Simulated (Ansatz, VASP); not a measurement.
## Sb2S: VASP beside Ansatz

File INCAR:

```
  ALGO = Normal
  EDIFF = 1E-7
  ENCUT = 520
  GGA = PE
  ISIF = 2
  ISMEAR = 0
  LASPH = T
  LCHARG = F
  LREAL = F
  LWAVE = F
  NBANDS = 25
  NELM = 100
  PREC = Accurate
  SIGMA = 0.1
```

File KPOINTS:

```
k-points
0
Gamma
  4 4 4
```

The input POSCAR:

```
Sb2S
1.0
    5.6649594400      0.0000000000      0.0000000000
    0.0000000000      5.6649594400      0.0000000000
    0.0000000000      0.0000000000      5.6649594400
Sb S
4 2
Direct
    0.7500000000      0.7500000000      0.7500000000
    0.2500000000      0.2500000000      0.7500000000
    0.2500000000      0.7500000000      0.2500000000
    0.7500000000      0.2500000000      0.2500000000
    0.0000000000      0.0000000000      0.0000000000
    0.5000000000      0.5000000000      0.5000000000
```

Input for Ansatz:

```yaml
crystal:
  lattice:
    - [5.66495944, 0.0, 0.0]
    - [0.0, 5.66495944, 0.0]
    - [0.0, 0.0, 5.66495944]
  atoms:
    - { symbol: Sb, position: [0.75, 0.75, 0.75] }
    - { symbol: Sb, position: [0.25, 0.25, 0.75] }
    - { symbol: Sb, position: [0.25, 0.75, 0.25] }
    - { symbol: Sb, position: [0.75, 0.25, 0.25] }
    - { symbol: S, position: [0.0, 0.0, 0.0] }
    - { symbol: S, position: [0.5, 0.5, 0.5] }
basis:
  ecutwfc: 420
kpoints:
  mp_grid: { grid: [4, 4, 4] }
hamiltonian:
  xc: pbe
scf:
  occupations: { method: gaussian, width: 0.1 }
  lower_state_search: "off"
output:
  forces: true
  stress: true
  eigenvalues: true
```

Alike in both runs: task single point; functional PBE; k mesh 4 × 4 × 4; occupations gaussian, width 0.1 eV; no spin polarisation.

|  | VASP | Ansatz |
| --- | --- | --- |
| version | VASP 6.6.1 | Ansatz 0.2.0 |
| potentials or method | VASP PAW PBE potentials, release 64 (Sb, S), cutoff 520 eV | scalar-relativistic, plane waves, PAW |
| valence electrons in the cell | 32 | 72 |

|  | VASP | Ansatz | Ansatz less VASP |
| --- | --- | --- | --- |
| gap on the k mesh at the Fermi level (eV) | none | none | - |
| pressure (GPa) | 7.0 | 7.0 | -0.01 |

A gap of «none» marks a metal or a gap that the smearing closes. VASP's potentials hold 32 valence electrons a cell and Ansatz's 72, so a difference there can come from the potentials and not from the codes.

Neither program's run includes spin-orbit coupling.
